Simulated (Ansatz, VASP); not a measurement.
## Two plane-wave programs on ZrNbSe3

```xyz
5
Lattice="5.0008 0.0000 0.0000 0.0000 5.0008 0.0000 0.0000 0.0000 5.0008" Properties=species:S:1:pos:R:3 pbc="T T T"
Zr    2.5004    2.5004    2.5004
Nb    0.0000    0.0000    0.0000
Se    2.5004    0.0000    0.0000
Se    0.0000    0.0000    2.5004
Se    0.0000    2.5004    0.0000
```

Change from the starting cell: species swapped into the KMnF3 type (Pm-3m, No. 221).

Alike in both runs: functional PBE; k mesh 4 × 4 × 4; occupations gaussian, width 0.1 eV; collinear spin.

Ansatz relaxed the structure, and its values are those at the end. VASP's run is a single point on that final structure, the one shown.

|  | VASP | Ansatz |
| --- | --- | --- |
| version | VASP 6.6.1 | Ansatz 0.2.0 |
| potentials or method | VASP PAW PBE potentials, release 64 (Zr_sv, Nb_sv, Se), cutoff 520 eV | scalar-relativistic, plane waves, PAW |
| valence electrons in the cell | 43 | 73 |

|  | VASP | Ansatz | Ansatz less VASP |
| --- | --- | --- | --- |
| gap on the k mesh at the Fermi level (eV) | none | none | - |
| pressure (GPa) | -0.1 | 0.0 | +0.02 |
| net moment per atom (μB) | 0.52 | 0.52 | +0.001 |
| size of the moment on the site where the two differ most (μB) | 1.31 | 1.54 | +0.236 |

Site moments also hang on the region over which each program counts them. A gap of «none» marks a metal or a gap that the smearing closes. With one functional, cell and mesh, what is left measures potentials, basis and numerics. VASP's potentials hold 43 valence electrons a cell and Ansatz's 73, so a difference there can come from the potentials and not from the codes. Ansatz's warnings: no starting moments.
